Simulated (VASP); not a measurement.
# F (C2/m) in VASP: notebook

The runs below take F through single point, relaxation of shape and atoms at fixed volume, with PBE+D3(BJ).

All numbers are computed with VASP 6.6.1; they aren't measurements. Logs are shortened: lines on timing, memory, paths and dates and some standing lists are left out, and cuts for length are marked.

### Step 1. The cell of the first run

The structure is monoclinic, space group C2/m (No. 12). The conventional cell has a = 5.808 Å, b = 3.315 Å, c = 7.410 Å, α = 90.00°, β = 108.11°, γ = 90.00°. F (site symmetry m) has 1 F at 1.42 Å within 1.9 Å. Within 1.9 Å of F (site symmetry m) lie 1 F at 1.42 Å.

### Step 2. Single point, PBE+D3(BJ) (volume scaled by 0.97, then relaxed in part)

Input file INCAR:

```
  ALGO = Normal
  EDIFF = 1E-7
  ENCUT = 520
  GGA = PE
  ISIF = 2
  ISMEAR = 0
  IVDW = 12
  LASPH = True
  LCHARG = False
  LREAL = False
  LWAVE = False
  NBANDS = 22
  NELM = 80
  PREC = Accurate
  SIGMA = 0.02
```

Input file KPOINTS:

```
k-points
0
Gamma
  8 8 4
```

Input file POSCAR:

```
F
1.0
    2.9006572476     -1.6575748508     -0.1353209576
    2.9006572476      1.6575748508     -0.1353209576
   -1.9731393588      0.0000000000      7.1424851824
F
4
Direct
    0.0769543975      0.0769543975      0.0952786877
    0.9230456025      0.9230456025      0.9047213123
    0.5001011253      0.5001011253      0.5955754894
    0.4998988747      0.4998988747      0.4044245106
```

Potentials or basis: VASP PAW PBE potentials, release 64 (F).

Command:

```sh
> cat potpaw_PBE.64/F/POTCAR > POTCAR
> mpirun -np 1 vasp_std > vasp.out
```

OUTCAR:

```text
EDIFF = 1E-7
   ENCUT = 520
   GGA = PE
   ISIF = 2
   ISMEAR = 0
   IVDW = 12
   LASPH = True
   LREAL = False
   NELM = 80
   PREC = Accurate
 IVDW          = 12

 ion  position               nearest neighbor table
   1  0.077  0.077  0.095-   2 1.42
   2  0.923  0.923  0.905-   1 1.42
   3  0.500  0.500  0.596-   4 1.42
   4  0.500  0.500  0.404-   3 1.42

  LATTYP: Found a base centered monoclinic cell.
 ALAT       =     5.8076240338
 B/A-ratio  =     0.5708271889
 C/A-ratio  =     1.2759122168
 COS(beta)  =    -0.3109093017

  Lattice vectors:

 A1 = (   2.9006572476,  -1.6575748508,  -0.1353209576)
 A2 = (   2.9006572476,   1.6575748508,  -0.1353209576)
 A3 = (  -1.9731393588,   0.0000000000,   7.1424851824)

Analysis of symmetry for initial positions (statically):
=====================================================================
 Subroutine PRICEL returns:
 Original cell was already a primitive cell.

 Routine SETGRP: Setting up the symmetry group for a
 base centered monoclinic supercell.

 Subroutine GETGRP returns: Found  4 space group operations
 (whereof  4 operations were pure point group operations)
 out of a pool of  4 trial point group operations.

The static configuration has the point symmetry C_2h.

Analysis of symmetry for dynamics (positions and initial velocities):
=====================================================================
 Subroutine PRICEL returns:
 Original cell was already a primitive cell.

 Routine SETGRP: Setting up the symmetry group for a
 base centered monoclinic supercell.

 Subroutine GETGRP returns: Found  4 space group operations
 (whereof  4 operations were pure point group operations)
 out of a pool of  4 trial point group operations.

The dynamic configuration has the point symmetry C_2h.

 Subroutine INISYM returns: Found  4 space group operations
 (whereof  4 operations are pure point group operations),
 and found     1 'primitive' translations

----------------------------------------------------------------------------------------

                                     Primitive cell

  volume of cell :      67.7978

  direct lattice vectors                    reciprocal lattice vectors
     2.900657248 -1.657574851 -0.135320958     0.174625253 -0.301645503  0.048240906
     2.900657248  1.657574851 -0.135320958     0.174625253  0.301645503  0.048240906
    -1.973139359  0.000000000  7.142485182     0.006616872  0.000000000  0.141835228

  length of vectors
     3.343602640  3.343602640  7.410018455     0.351868120  0.351868120  0.141989488

  position of ions in fractional coordinates (direct lattice)
     0.076954398  0.076954398  0.095278688
     0.923045602  0.923045602  0.904721312
     0.500101125  0.500101125  0.595575489
     0.499898875  0.499898875  0.404424511

  ion indices of the primitive-cell ions
   primitive index   ion index
                 1           1
                 2           2
                 3           3
                 4           4

----------------------------------------------------------------------------------------

 KPOINTS: k-points

Automatic generation of k-mesh.
 Grid dimensions read from file:
 generate k-points for:    8    8    4

 Generating k-lattice:

  Cartesian coordinates                     Fractional coordinates (reciprocal lattice)
     0.021828157 -0.037705688  0.006030113     0.125000000 -0.000000000  0.000000000
     0.021828157  0.037705688  0.006030113    -0.000000000  0.125000000  0.000000000
     0.001654218  0.000000000  0.035458807    -0.000000000 -0.000000000  0.250000000

  Length of vectors
     0.043983515  0.043983515  0.035497372

  Shift w.r.t. Gamma in fractional coordinates (k-lattice)
     0.000000000  0.000000000  0.000000000

 Subroutine IBZKPT returns following result:
 ===========================================

 Found     78 irreducible k-points:

 Following reciprocal coordinates:
            Coordinates               Weight
  0.000000  0.000000  0.000000      1.000000
  0.125000  0.000000  0.000000      4.000000
  0.250000  0.000000  0.000000      4.000000
  0.375000  0.000000 -0.000000      4.000000
  0.500000  0.000000  0.000000      2.000000
  0.125000  0.125000  0.000000      2.000000
[... 16 lines left out ...]
  0.125000  0.000000  0.250000      4.000000
  0.250000  0.000000  0.250000      4.000000
 [... further k-points ...]
   k-points           NKPTS =     78   k-points in BZ     NKDIM =     78   number of bands    NBANDS=     22
   number of dos      NEDOS =    301   number of ions     NIONS =      4
   total plane-waves  NPLWV =  43904
   dimension x,y,z NGX =    28 NGY =   28 NGZ =   56
   dimension x,y,z NGXF=    56 NGYF=   56 NGZF=  112
   ions per type =               4
   NGX,Y,Z   is equivalent  to a cutoff of  13.92, 13.92, 12.56 a.u.
   NGXF,Y,Z  is equivalent  to a cutoff of  27.84, 27.84, 25.13 a.u.
 SYSTEM =  unknown system
   PREC   = accura    normal or accurate (medium, high low for compatibility)
   ISTART =      0    job   : 0-new  1-cont  2-samecut
   ICHARG =      2    charge: 1-file 2-atom 10-const
   ISPIN  =      1    spin polarized calculation?
   LNONCOLLINEAR =      F non collinear calculations
   LSORBIT =      F    spin-orbit coupling
   LASPH  =      T    aspherical Exc in radial PAW
   ENCUT  =  520.0 eV  38.22 Ry    6.18 a.u.   6.22  6.22 13.78*2*pi/ulx,y,z
   NELM   =     80;   NELMIN=  2; NELMDL= -5     # of ELM steps
   EDIFF  = 0.1E-06   stopping-criterion for ELM
   LREAL  =      F    real-space projection
   EDIFFG = 0.1E-05   stopping-criterion for IOM
   NSW    =      0    number of steps for IOM
   IBRION =     -1    ionic relax: 0-MD 1-quasi-New 2-CG
   NFREE  =      0    steps in history (QN), initial steepest desc. (CG)
   ISIF   =      2    stress and relaxation
   ISYM   =      2    0-nonsym 1-usesym 2-fastsym
   POTIM  = 0.5000    time-step for ionic-motion
   TEBEG  =    0.0;   TEEND  =   0.0 temperature during run
   PSTRESS=    0.0 pullay stress
   NELECT =      28.0000    total number of electrons
   NUPDOWN=      -1.0000    fix difference up-down
   EMIN   =  10.00;   EMAX   =-10.00  energy-range for DOS
   EFERMI =   0.00;   METHOD = LEGACY
   ISMEAR =     0;   SIGMA  =   0.02  broadening in eV -4-tet -1-fermi 0-gaus
   EFERMI_NEDOS =   21; number of points for ismear=-14 and -15
   IALGO  =     38    algorithm
   IMIX   =      4    mixing-type and parameters
     AMIX     =   0.40;   BMIX     =  1.00
     AMIX_MAG =   1.60;   BMIX_MAG =  1.00
  volume/ion in A,a.u.               =      16.95       114.38
  Fermi-wavevector in a.u.,A,eV,Ry     =   1.219146  2.303852 20.222568  1.486317
  Thomas-Fermi vector in A             =   2.354408
   LORBIT       =      0    0 simple, 1 ext, 2 COOP (PROOUT), +10 PAW based schemes
   GGA     = PE    functional components
   LHFCALC =     F    Hartree Fock is set to
   AEXX    =    0.0000 exact exchange contribution
   IVDW    =    12    specifies the selected vdW correction
   LEPSILON=     F    determine dielectric tensor
   LRPA    =     F    only Hartree local field effects (RPA)
 non-spin polarized calculation
 Gauss-broadening in eV      SIGMA  =   0.02
  energy-cutoff  :      520.00
  volume of cell :       67.80
 maximum number of plane-waves:      1841
 NGX is ok and might be reduce to    28
   NGX = 13   NGY = 13   NGZ = 27

 number of electron      28.0000008 magnetization

 Free energy of the ion-electron system (eV)
  ---------------------------------------------------
  ext. energy  EPLUGINS =         0.00000000
  ---------------------------------------------------
  free energy    TOTEN  =        -7.30405688 eV

  energy without entropy =       -7.30405688  energy(sigma->0) =       -7.30405688

 E-fermi :  -5.2883     XC(G=0):  -7.3748

 val. band max:       -5.3769911686   @ k =   0.5000   0.5000   0.0000
 cond. band min:      -2.6352055523   @ k =   0.0000   0.0000   0.0000
 fundamental gap:      2.7417856163
 Fermi energy:        -5.2883152069

 k-point     1 :       0.0000    0.0000    0.0000
  band No.  band energies     occupation
      1     -30.2941      2.00000
      2     -30.1885      2.00000
      3     -24.0989      2.00000
      4     -23.8175      2.00000
      5     -11.9629      2.00000
      6     -11.2560      2.00000
[... 14 lines left out ...]
     21      13.6583      0.00000
     22      16.0682      0.00000

 k-point     2 :       0.1250    0.0000    0.0000
  band No.  band energies     occupation
      1     -30.2814      2.00000
      2     -30.1816      2.00000
      3     -24.0819      2.00000
      4     -23.8214      2.00000
      5     -11.9332      2.00000
      6     -11.2782      2.00000
[... 14 lines left out ...]
     21      14.0826      0.00000
     22      14.2613      0.00000

 k-point     3 :       0.2500    0.0000    0.0000
  band No.  band energies     occupation
      1     -30.2501      2.00000
      2     -30.1652      2.00000
      3     -24.0356      2.00000
      4     -23.8357      2.00000
      5     -11.8494      2.00000
      6     -11.3434      2.00000
[... 14 lines left out ...]
     21      12.6594      0.00000
     22      13.6874      0.00000
[... 476 lines left out ...]
 k-point    23 :       0.1250    0.0000    0.2500
  band No.  band energies     occupation
      1     -30.2687      2.00000
      2     -30.1951      2.00000
      3     -24.0281      2.00000
      4     -23.8761      2.00000
      5     -11.8019      2.00000
      6     -11.4242      2.00000
[... 14 lines left out ...]
     21      14.2232      0.00000
     22      15.1786      0.00000

 k-point    24 :       0.2500    0.0000    0.2500
  band No.  band energies     occupation
      1     -30.2388      2.00000
      2     -30.1771      2.00000
      3     -23.9779      2.00000
      4     -23.8941      2.00000
      5     -11.7028      2.00000
      6     -11.4976      2.00000
[... 14 lines left out ...]
     21      11.9087      0.00000
     22      13.2227      0.00000

 [... further k-points ...]

------------------------ aborting loop because EDIFF is reached ----------------------------------------

 Edisp (eV)   -0.10951

 E8    (eV) :    -0.0238

  FORCE on cell =-STRESS in cart. coord.  units (eV):
  Direction    XX          YY          ZZ          XY          YZ          ZX
  --------------------------------------------------------------------------------------
  -------------------------------------------------------------------------------------
  Total      -0.05440    -0.17219     0.77035     0.00000     0.00000     0.03668
  in kB      -1.28567    -4.06911    18.20471     0.00000     0.00000     0.86691
  external pressure =        4.28 kB  Pullay stress =        0.00 kB

 VOLUME and BASIS-vectors are now :
 -----------------------------------------------------------------------------
  energy-cutoff  :      520.00
  volume of cell :       67.80
      direct lattice vectors                 reciprocal lattice vectors
     2.900657248 -1.657574851 -0.135320958     0.174625253 -0.301645503  0.048240906
     2.900657248  1.657574851 -0.135320958     0.174625253  0.301645503  0.048240906
    -1.973139359  0.000000000  7.142485182     0.006616872  0.000000000  0.141835228

 POSITION                                       TOTAL-FORCE (eV/Angst)
 -----------------------------------------------------------------------------------
      0.25844      0.00000      0.65970         0.136837      0.000000      0.347166
      3.56974      0.00000      6.21214        -0.136837      0.000000     -0.347166
      1.72609      0.00000      4.11854        -0.096408      0.000000      0.359245
      2.10208      0.00000      2.75330         0.096408      0.000000     -0.359245
 -----------------------------------------------------------------------------------
    total drift:                               -0.000000     -0.000000      0.000000

  FREE ENERGIE OF THE ION-ELECTRON SYSTEM (eV)
  ---------------------------------------------------
  free  energy   TOTEN  =        -7.4135709730 eV

  energy  without entropy=       -7.4135709730  energy(sigma->0) =       -7.41357097
```

Run time: 44 s. Hardware: 1 thread of Intel Xeon 6975P-C (Granite Rapids), shared host; peak memory 0.24 GiB.

Results:

```yaml
Free_energy: -7.4136 eV
Pressure: 0.4 GPa
Largest_force: 0.373 eV/Å
Band_gap_on_the_k_mesh: 2.74 eV, indirect (least direct gap 2.80 eV)
Dispersion_energy_per_atom: -0.027 eV
```

Forces in eV/Å, atoms in the order of the input:
```
F    0.137  0.000  0.347
F   -0.137  0.000 -0.347
F   -0.096  0.000  0.359
F    0.096  0.000 -0.359
```

Levels at points of the mesh, in eV from the valence-band top:
| k point | band 10 | band 11 | band 12 | band 13 | band 14 | band 15 | band 16 | band 17 | band 18 | band 19 |
| --- | --- | --- | --- | --- | --- | --- | --- | --- | --- | --- |
| (0.00, 0.00, 0.00) | -3.26 | -0.30 | -0.16 | -0.13 | -0.05 | 2.74 | 3.67 | 8.92 | 11.20 | 12.26 |
| (0.50, 0.00, 0.00) | -3.43 | -0.49 | -0.46 | -0.27 | -0.22 | 3.30 | 3.34 | 13.29 | 13.41 | 14.99 |
| (0.50, 0.50, 0.00) | -3.36 | -0.48 | -0.30 | -0.29 | 0.00 | 3.23 | 3.33 | 13.55 | 13.61 | 13.90 |
| (0.00, 0.00, 0.50) | -3.28 | -0.25 | -0.20 | -0.12 | -0.09 | 3.17 | 3.21 | 9.74 | 9.76 | 14.68 |
| (0.50, 0.00, 0.50) | -3.35 | -0.61 | -0.38 | -0.30 | -0.08 | 3.12 | 3.48 | 13.32 | 13.92 | 14.08 |
| (0.50, 0.50, 0.50) | -3.45 | -0.47 | -0.41 | -0.16 | -0.13 | 3.29 | 3.32 | 13.19 | 13.38 | 14.99 |

Caveat: the cell differs from its parent crystal (volume scaled by 0.97, then relaxed in part). A k mesh can miss the band edges.

### Step 3. Single point, PBE+D3(BJ)

This run uses another cell than the first one, of 17.47 Å³/atom, 1.031 times its volume.

Input file INCAR:

```
SYSTEM = F
PREC = Accurate
ENCUT = 520
EDIFF = 1E-7
ISMEAR = 0
SIGMA = 0.02
LREAL = .False.
LASPH = .True.
NELM = 80
ALGO = Normal
ISIF = 2
LWAVE = .False.
LCHARG = .False.
GGA = PE
IVDW = 12
NBANDS = 22
```

Input file KPOINTS:

```
regular mesh
0
Gamma
  8 8 4
  0 0 0
```

Input file POSCAR:

```
F
1.0
    2.9375426550     -1.6934203819     -0.1275817852
    2.9375426550      1.6934203819     -0.1275817852
   -1.9806274822      0.0000000000      7.1113196149
F
4
Direct
    0.0779839656      0.0779839656      0.0949061040
    0.9220160344      0.9220160344      0.9050938960
    0.4995077328      0.4995077328      0.5957932466
    0.5004922672      0.5004922672      0.4042067534
```

Potentials or basis: VASP PAW PBE potentials, release 64 (F).

Command:

```sh
> cat potpaw_PBE.64/F/POTCAR > POTCAR
> mpirun -np 1 vasp_std > vasp.out
```

Wall time 44 s (1 thread of Intel Xeon 6975P-C (Granite Rapids), shared host); peak memory 0.24 GiB.

It converged, with:

* Free energy: -7.4145 eV
* Pressure: 0.3 GPa
* Largest force: 0.372 eV/Å
* Band gap on the k mesh: 2.79 eV, indirect (least direct gap 2.84 eV)
* Dispersion energy per atom: -0.026 eV

Forces in eV/Å, atoms in the order of the input:
```
F    0.141  0.000  0.344
F   -0.141  0.000 -0.344
F   -0.100  0.000  0.357
F    0.100  0.000 -0.357
```

Stress tensor (GPa, compression positive):
```
-0.21  0.00  0.08
 0.00 -0.51  0.00
 0.08  0.00  1.69
```

Levels at points of the mesh, in eV from the valence-band top:
```
           k point  band 12  band 13  band 14  band 15  band 16  band 17
(0.00, 0.00, 0.00)    -0.17    -0.13    -0.06     2.79     3.67     8.84
(0.50, 0.00, 0.00)    -0.41    -0.26    -0.21     3.31     3.34    13.07
(0.50, 0.50, 0.00)    -0.30    -0.26     0.00     3.25     3.34    13.39
(0.00, 0.00, 0.50)    -0.20    -0.13    -0.10     3.19     3.23     9.65
(0.50, 0.00, 0.50)    -0.36    -0.27    -0.07     3.13     3.49    13.09
(0.50, 0.50, 0.50)    -0.36    -0.16    -0.13     3.30     3.33    13.02
```

A k mesh can miss the band edges. Expect the measured gap to be larger: semilocal functionals such as PBE lack the derivative discontinuity.

[end of part 1 of 2]
